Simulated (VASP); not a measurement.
# IrRh2 (P-3m1) in VASP: further runs, part 2 of 2

VASP 6.6.1. The steps go on from the part before.

## 5. Single point, PBE, collinear spin, ferromagnetic start

This run uses another cell than the first one, of 14.28 Å³/atom, 1.036 times its volume.

File INCAR:

```
SYSTEM = IrRh2
  PREC = Accurate
  ENCUT = 520
  EDIFF = 1E-7
  ISMEAR = 0
  SIGMA = 0.1
  LREAL = .False.
  LASPH = .True.
  NELM = 150
  ALGO = Normal
  ISIF = 2
  LWAVE = .False.
  LCHARG = .True.
  ISPIN = 2
  MAGMOM = 1 1 1 1 1 1
  LORBIT = 11
  LMAXMIX = 4
  GGA = PE
  LELF = .True.
  LVHAR = .True.
  NBANDS = 52
```

File KPOINTS:

```
regular mesh
0
Gamma
  6 6 2
  0 0 0
```

File POSCAR:

```
IrRh2
1.0
    2.7528481380      0.0000000000      0.0000000000
   -1.3764240690      2.3840364202      0.0000000000
    0.0000000000      0.0000000000     13.0587196213
Ir Rh
2 4
Direct
    0.3333333333      0.6666666667      0.4166765564
    0.6666666667      0.3333333333      0.5833234436
    0.3333333333      0.6666666667      0.7504226598
    0.3333333333      0.6666666667      0.0824984850
    0.6666666667      0.3333333333      0.9175015150
    0.6666666667      0.3333333333      0.2495773402
```

Potentials or basis: VASP PAW PBE potentials, release 64 (Ir, Rh_pv).

On the command line:

```
$ cat potpaw_PBE.64/Ir/POTCAR potpaw_PBE.64/Rh_pv/POTCAR > POTCAR
$ mpirun -np 1 vasp_std > vasp.out
```

OUTCAR:

```text
SYSTEM = IrRh2
   PREC = Accurate
   ENCUT = 520
   EDIFF = 1E-7
   ISMEAR = 0
   LREAL = .False.
   LASPH = .True.
   NELM = 150
   ISIF = 2
   ISPIN = 2
   LORBIT = 11
   GGA = PE

 ion  position               nearest neighbor table
   1  0.333  0.667  0.417-   2 2.69   2 2.69   2 2.69   6 2.70   6 2.70   6 2.70
   2  0.667  0.333  0.583-   1 2.69   1 2.69   1 2.69   3 2.70   3 2.70   3 2.70
   3  0.333  0.667  0.750-   5 2.70   5 2.70   5 2.70   2 2.70   2 2.70   2 2.70
   4  0.333  0.667  0.082-   5 2.68   5 2.68   5 2.68   6 2.70   6 2.70   6 2.70
   5  0.667  0.333  0.918-   4 2.68   4 2.68   4 2.68   3 2.70   3 2.70   3 2.70
   6  0.667  0.333  0.250-   4 2.70   4 2.70   4 2.70   1 2.70   1 2.70   1 2.70

  LATTYP: Found a hexagonal cell.
 ALAT       =     2.7528481380
 C/A-ratio  =     4.7437123178

  Lattice vectors:

 A1 = (   2.7528481380,   0.0000000000,   0.0000000000)
 A2 = (  -1.3764240690,   2.3840364202,   0.0000000000)
 A3 = (   0.0000000000,   0.0000000000,  13.0587196213)

Analysis of symmetry for initial positions (statically):
=====================================================================
 Subroutine PRICEL returns:
 Original cell was already a primitive cell.

 Routine SETGRP: Setting up the symmetry group for a
 hexagonal supercell.

 Subroutine GETGRP returns: Found 12 space group operations
 (whereof 12 operations were pure point group operations)
 out of a pool of 24 trial point group operations.

The static configuration has the point symmetry D_3d.

Analysis of symmetry for dynamics (positions and initial velocities):
=====================================================================
 Subroutine PRICEL returns:
 Original cell was already a primitive cell.

 Routine SETGRP: Setting up the symmetry group for a
 hexagonal supercell.

 Subroutine GETGRP returns: Found 12 space group operations
 (whereof 12 operations were pure point group operations)
 out of a pool of 24 trial point group operations.

The dynamic configuration has the point symmetry D_3d.

Analysis of structural, dynamic, and magnetic symmetry:
=====================================================================
 Subroutine PRICEL returns:
 Original cell was already a primitive cell.

 Routine SETGRP: Setting up the symmetry group for a
 hexagonal supercell.

 Subroutine GETGRP returns: Found 12 space group operations
 (whereof 12 operations were pure point group operations)
 out of a pool of 24 trial point group operations.

The overall configuration has the point symmetry D_3d.

 Subroutine INISYM returns: Found 12 space group operations
 (whereof 12 operations are pure point group operations),
 and found     1 'primitive' translations

----------------------------------------------------------------------------------------

                                     Primitive cell

  volume of cell :      85.7029

  direct lattice vectors                    reciprocal lattice vectors
     2.752848138  0.000000000  0.000000000     0.363260140  0.209728340  0.000000000
    -1.376424069  2.384036420  0.000000000     0.000000000  0.419456679  0.000000000
[... 87 lines left out ...]
   NFREE  =      0    steps in history (QN), initial steepest desc. (CG)
   ISIF   =      2    stress and relaxation
   ISYM   =      2    0-nonsym 1-usesym 2-fastsym
   POTIM  = 0.5000    time-step for ionic-motion
   TEBEG  =    0.0;   TEEND  =   0.0 temperature during run
   PSTRESS=    0.0 pullay stress
   NELECT =      78.0000    total number of electrons
   NUPDOWN=      -1.0000    fix difference up-down
   EMIN   =  10.00;   EMAX   =-10.00  energy-range for DOS
   EFERMI =   0.00;   METHOD = LEGACY
   ISMEAR =     0;   SIGMA  =   0.10  broadening in eV -4-tet -1-fermi 0-gaus
   EFERMI_NEDOS =   21; number of points for ismear=-14 and -15
   IALGO  =     38    algorithm
   IMIX   =      4    mixing-type and parameters
     AMIX     =   0.40;   BMIX     =  1.00
     AMIX_MAG =   1.60;   BMIX_MAG =  1.00
  volume/ion in A,a.u.               =      14.28        96.39
  Fermi-wavevector in a.u.,A,eV,Ry     =   1.586504  2.998057 34.245787  2.516994
  Thomas-Fermi vector in A             =   2.685805
   LORBIT       =     11    0 simple, 1 ext, 2 COOP (PROOUT), +10 PAW based schemes
   GGA     = PE    functional components
   LHFCALC =     F    Hartree Fock is set to
   AEXX    =    0.0000 exact exchange contribution
   IVDW    =     0    specifies the selected vdW correction
   LEPSILON=     F    determine dielectric tensor
   LRPA    =     F    only Hartree local field effects (RPA)
 spin polarized calculation
 Gauss-broadening in eV      SIGMA  =   0.10
  energy-cutoff  :      520.00
  volume of cell :       85.70
 maximum number of plane-waves:      2329
   NGX = 11   NGY = 11   NGZ = 49

 number of electron      78.0000004 magnetization      -0.0004519

 number of electron      78.0000004 magnetization       0.0007361

 Free energy of the ion-electron system (eV)
  ---------------------------------------------------
  ext. energy  EPLUGINS =         0.00000000
  ---------------------------------------------------
  free energy    TOTEN  =       -46.41657957 eV

  energy without entropy =      -46.35976198  energy(sigma->0) =      -46.38817077

 E-fermi :  10.9133     XC(G=0): -13.8368

 val. band max:       10.9095061761   @ k =   0.0000   0.0000   0.0000
 cond. band min:      10.9148883813   @ k =   0.3333   0.0000   0.5000
 fundamental gap:      0.0053822052
 Fermi energy:        10.9132667396

 spin component 1

 k-point     1 :       0.0000    0.0000    0.0000
  band No.  band energies     occupation
      1     -36.1356      1.00000
      2     -35.9799      1.00000
      3     -35.7736      1.00000
      4     -35.5625      1.00000
      5     -35.5356      1.00000
      6     -35.5356      1.00000
[... 745 lines left out ...]
     50      18.0929      0.00000
     51      20.2883      0.00000
 Fermi energy:        10.9132667396

 spin component 2

 k-point     1 :       0.0000    0.0000    0.0000
  band No.  band energies     occupation
      1     -36.1354      1.00000
      2     -35.9797      1.00000
      3     -35.7735      1.00000
      4     -35.5623      1.00000
      5     -35.5354      1.00000
      6     -35.5354      1.00000
[... 745 lines left out ...]
     50      18.0929      0.00000
     51      20.2883      0.00000
 [bands above 51 left out]

------------------------ aborting loop because EDIFF is reached ----------------------------------------

  FORCE on cell =-STRESS in cart. coord.  units (eV):
  Direction    XX          YY          ZZ          XY          YZ          ZX
  --------------------------------------------------------------------------------------
  -------------------------------------------------------------------------------------
  Total        0.0777595      0.0777595      0.1309587      0.0000000      0.0000000      0.0000000
  in kB        1.4536781      1.4536781      2.4482133      0.0000000      0.0000000      0.0000000
  external PRESSURE =       1.7851899 kB  Pullay stress =       0.0000000 kB

 VOLUME and BASIS-vectors are now :
 -----------------------------------------------------------------------------
  energy-cutoff  :      520.00
  volume of cell :       85.70
      direct lattice vectors                 reciprocal lattice vectors
     2.752848138  0.000000000  0.000000000     0.363260140  0.209728340  0.000000000
    -1.376424069  2.384036420  0.000000000     0.000000000  0.419456679  0.000000000
     0.000000000  0.000000000 13.058719621     0.000000000  0.000000000  0.076577186

 POSITION                                       TOTAL-FORCE (eV/Angst)
 -----------------------------------------------------------------------------------
     -0.00000      1.58936      5.44126        -0.000000     -0.000000     -0.019817
      1.37642      0.79468      7.61746        -0.000000      0.000000      0.019817
     -0.00000      1.58936      9.79956         0.000000      0.000000      0.020046
     -0.00000      1.58936      1.07732        -0.000000      0.000000      0.012349
      1.37642      0.79468     11.98140         0.000000     -0.000000     -0.012349
      1.37642      0.79468      3.25916        -0.000000      0.000000     -0.020046
 -----------------------------------------------------------------------------------
    total drift:                               -0.000000      0.000000      0.000000

  FREE ENERGIE OF THE ION-ELECTRON SYSTEM (eV)
  ---------------------------------------------------
  free  energy   TOTEN  =       -46.4165795670 eV

  energy  without entropy=      -46.3597619795  energy(sigma->0) =      -46.38817077

 total charge

# of ion       s       p       d       tot
------------------------------------------
    1        0.670   0.700   6.936   8.307
    2        0.670   0.700   6.936   8.307
    3        0.393   6.293   7.063  13.748
    4        0.399   6.283   7.046  13.728
    5        0.399   6.283   7.046  13.728
    6        0.393   6.293   7.063  13.748
--------------------------------------------------
tot          2.925  26.552  42.089  71.566

 magnetization (x)

# of ion       s       p       d       tot
------------------------------------------
    1       -0.000  -0.000   0.000   0.000
    2       -0.000  -0.000   0.000   0.000
    3       -0.000  -0.000   0.000   0.000
    4       -0.000  -0.000   0.000   0.000
    5       -0.000  -0.000   0.000   0.000
    6       -0.000  -0.000   0.000   0.000
--------------------------------------------------
tot         -0.000  -0.000   0.001   0.001
```

It took 4.8 min on 1 thread of Intel Xeon Platinum 8259CL at 2.50GHz (Skylake/Cascade Lake), shared host; peak memory 0.28 GiB.

Results:

```
Free energy                                           : -46.4166 eV
Pressure                                              : 0.2 GPa
Largest force                                         : 0.020 eV/Å
Band gap on the k mesh                                : zero (filled and empty bands overlap)
Net moment                                            : 0.00 μB per cell
Valence electrons inside the program's atomic spheres : Ir 8.31; Rh 13.75, 13.73
```

Forces on the atoms (eV/Å):
```
Ir   0.000  0.000 -0.020
Ir   0.000  0.000  0.020
Rh   0.000  0.000  0.020
Rh   0.000  0.000  0.012
Rh   0.000  0.000 -0.012
Rh   0.000  0.000 -0.020
```

Caveat: the k points lie up to 0.44 Å⁻¹ apart; spin-orbit coupling is left out, which moves the levels of the heavy elements.

## 6. Single point, PBE

This run uses another cell than the first one, of 14.26 Å³/atom, 1.035 times its volume.

File INCAR:

```
ALGO = Fast
EDIFF = 1E-7
ENCUT = 520
GGA = PE
ISIF = 2
ISMEAR = 0
LASPH = True
LCHARG = False
LREAL = False
LWAVE = False
NBANDS = 48
NELM = 60
PREC = Accurate
SIGMA = 0.1
```

File KPOINTS:

```
k-points
0
Gamma
  18 18 4
```

File POSCAR:

```
IrRh2
1.0
    2.7334276569      0.0000000000      0.0000000000
   -1.3667138284      2.3672177903      0.0000000000
    0.0000000000      0.0000000000     13.2198980718
Ir Rh
2 4
Direct
    0.3333333333      0.6666666667      0.4163975397
    0.6666666667      0.3333333333      0.5836024603
    0.3333333333      0.6666666667      0.7507334083
    0.3333333333      0.6666666667      0.0826126458
    0.6666666667      0.3333333333      0.9173873542
    0.6666666667      0.3333333333      0.2492665917
```

Potentials or basis: VASP PAW PBE potentials, release 64 (Ir, Rh_pv).

On the command line:

```
$ cat potpaw_PBE.64/Ir/POTCAR potpaw_PBE.64/Rh_pv/POTCAR > POTCAR
$ mpirun -np 1 vasp_std > vasp.out
```

Run time: 17 min. Hardware: 1 thread of Intel Xeon Platinum 8259CL at 2.50GHz (Skylake/Cascade Lake), shared host; peak memory 0.52 GiB.

Results (log left out):

| Item | Value |
| --- | --- |
| Free energy | -46.5220 eV |
| Pressure | 0.2 GPa |
| Largest force | 0.027 eV/Å |
| Band gap on the k mesh | zero (band 39 reaches 11.68 eV, above the bottom of band 40 at 9.45 eV) |

Forces in eV/Å, atoms in the order of the input:
```
Ir   0.000  0.000 -0.027
Ir   0.000  0.000  0.027
Rh   0.000  0.000  0.016
Rh   0.000  0.000  0.004
Rh   0.000  0.000 -0.004
Rh   0.000  0.000 -0.016
```

Levels at points of the mesh, in eV from the Fermi level:
| k point | band 35 | band 36 | band 37 | band 38 | band 39 | band 40 | band 41 | band 42 |
| --- | --- | --- | --- | --- | --- | --- | --- | --- |
| (0.00, 0.00, 0.00) | -2.37 | -2.01 | -2.01 | -1.07 | -1.07 | -1.05 | -1.05 | -0.07 |
| (0.50, 0.00, 0.00) | 0.47 | 0.54 | 0.58 | 0.61 | 0.63 | 0.73 | 0.93 | 1.12 |
| (0.00, 0.00, 0.50) | -1.75 | -1.75 | -1.64 | -1.64 | -0.92 | -0.45 | -0.45 | -0.43 |
| (0.50, 0.00, 0.50) | 0.15 | 0.24 | 0.47 | 0.54 | 0.54 | 0.63 | 0.93 | 1.12 |

Caveat: spin-orbit coupling is left out, which moves the levels of the heavy elements.

## 7. The runs side by side

```csv
task,spin,cell,k mesh,cutoff (eV),gap on the mesh (eV),pressure (GPa),largest force (eV/Å)
single point,off,"a = 2.690, b = 2.690, c = 13.194 Å, angles 90.0, 90.0, 120.0°, 6 atoms",6 × 6 × 2,520,none,11.4,0.12
single point,off,"a = 2.753, b = 2.753, c = 13.059 Å, angles 90.0, 90.0, 120.0°, 6 atoms",6 × 6 × 2,520,none,0.2,0.02
relaxation of cell and atoms,off,"relaxed from a = 2.690, b = 2.690, c = 13.194 Å, angles 90.0, 90.0, 120.0°, 6 atoms",6 × 6 × 2,600,none,0.0,0.04
single point,"collinear, ferromagnetic start","a = 2.753, b = 2.753, c = 13.059 Å, angles 90.0, 90.0, 120.0°, 6 atoms",6 × 6 × 2,520,none,0.2,0.02
single point,off,"a = 2.733, b = 2.733, c = 13.220 Å, angles 90.0, 90.0, 120.0°, 6 atoms",18 × 18 × 4,520,none,0.2,0.03
```

Alike in all rows: level PBE; potentials or basis VASP PAW PBE potentials, release 64 (Ir, Rh_pv); smearing gaussian 0.1 eV.

Caveats: some runs use coarse meshes; spin-orbit coupling is left out, which moves the levels of the heavy elements.

Total energies depend on the potentials used, so only differences within one code and one set of settings carry meaning.
